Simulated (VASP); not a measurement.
A run of VASP 6.6.1 is set up as follows.

INCAR

```
SYSTEM = Ga2SbP3
  PREC = Accurate
  ENCUT = 500
  EDIFF = 1E-6
  ISMEAR = 0
  SIGMA = 0.2
  LREAL = .False.
  LASPH = .True.
  NELM = 120
  ALGO = Normal
  ISIF = 2
  LWAVE = .False.
  LCHARG = .False.
  GGA = PE
  NBANDS = 58
  GGA_COMPAT = .False.
```

The input KPOINTS:

```
regular mesh
0
Gamma
  6 4 4
  0 0 0
```

The input POSCAR:

```
Ga2SbP3
1.0
    0.0000000000     -3.4667822613      0.0000000000
   -6.9335645226      0.0000000000      0.0000000000
    0.0000000000      0.0000000000     -9.0674227308
Ga Sb P
4 2 6
Direct
    0.5000000000      0.7500000000      0.1615901914
    0.5000000000      0.2500000000      0.1615901914
    0.5000000000      0.7500000000      0.8384098086
    0.5000000000      0.2500000000      0.8384098086
    0.5000000000      0.7500000000      0.5000000000
    0.5000000000      0.2500000000      0.5000000000
    0.0000000000      1.0000000000      1.0000000000
    0.0000000000      0.5000000000      1.0000000000
    1.0000000000      0.5000000000      0.2773699461
    1.0000000000      0.0000000000      0.2773699461
    0.0000000000      0.5000000000      0.7226300539
    0.0000000000      0.0000000000      0.7226300539
```

Potentials or basis: VASP PAW PBE potentials, release 64 (Ga_d, Sb, P).

Command:

```bash
$ cat potpaw_PBE.64/Ga_d/POTCAR potpaw_PBE.64/Sb/POTCAR potpaw_PBE.64/P/POTCAR > POTCAR
$ mpirun -np 1 vasp_std > vasp.out
```

Problem. Estimate the pressure.

Solution. 0.0 GPa.

Problem. Estimate the largest force.

Solution. 0.054 eV/Å.

Problem. Predict the band gap on the k mesh.

Solution. Zero (bands 46 and 47 overlap by 1.88 eV).

Stress tensor (GPa, compression positive):
```
-0.01  0.00  0.00
 0.00  0.14  0.00
 0.00  0.00 -0.21
```

Caveat: spin-orbit coupling is left out, which moves the levels of the heavy elements.
